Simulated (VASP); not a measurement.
C:

```
C
1.0
     0.00000    1.76518    1.68204
     1.76518    0.00000    1.68204
     1.76518    1.76518    0.00000
C
2
Direct
  0.50000 0.50000 0.50000
  0.75000 0.75000 0.75000
```

This cell differs from its parent crystal: volume 5.241 Å^3 an atom, c/a of the conventional cell 0.9529.

Base run:

```yaml
Program: VASP 6.6.1
Functional: LDA
Potentials_or_basis: VASP PAW LDA potentials, release 64 (C_h)
Cutoff: 910 eV
k_mesh: 12 × 12 × 12
Occupations: gaussian, width 0.05 eV
Spin: no spin polarisation
```

Its results: band gap on the k mesh 3.07 eV, indirect (least direct gap 4.90 eV); pressure 26.0 GPa.

Question: The run is repeated on the same cell with these changes: potentials or basis from VASP PAW LDA potentials, release 64 (C_h) to VASP PAW LDA potentials, release 64 (C); cutoff from 910 eV to 520 eV; further incar settings from ALGO = Normal; EDIFF = 1e-06; NBANDS = 11 to ALGO = Normal; EDIFF = 1e-07; NBANDS = 11. What comes out?

Answer: Band gap on the k mesh 3.07 eV, indirect (least direct gap 4.90 eV); pressure 27.1 GPa.

Caveats: the cutoff is under 1.25 times the usual one of these potentials, so pressure, stress and relaxed cells hold a basis-set (Pulay) error (some runs).

A k mesh can miss the band edges.
